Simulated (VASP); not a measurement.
The system is C.

```
C
1.0
     0.00000    1.78012    1.79793
     1.78012    0.00000    1.79793
     1.78012    1.78012    0.00000
C
2
Direct
  0.00000 0.00000 0.00000
  0.25000 0.25000 0.25000
```

This cell differs from its parent crystal: uniaxial z strain +1.0%.

Base run:

| Quantity | Value |
| --- | --- |
| Program | VASP 6.6.1 |
| Functional | r2SCAN |
| Potentials or basis | VASP PAW PBE potentials, release 64 (C) |
| Cutoff | 520 eV |
| k mesh | 12 × 12 × 12 |
| Occupations | gaussian, width 0.01 eV |
| Spin | no spin polarisation |

Its results: band gap on the k mesh 4.20 eV, indirect (least direct gap 5.73 eV); pressure -3.3 GPa.

Task: The run is repeated on the same cell with these changes: functional from r2SCAN to PBE; k mesh from 12 × 12 × 12 to 6 × 6 × 6. What comes out?

Result: Band gap on the k mesh 4.02 eV, indirect (least direct gap 5.49 eV); pressure 0.6 GPa.

Several settings changed at once, so the effect can't be laid on one alone.

Caveats: some runs use coarse meshes; the PAW data sets were made with another functional, which shifts forces and pressure a little (some runs).

A k mesh can miss the band edges.
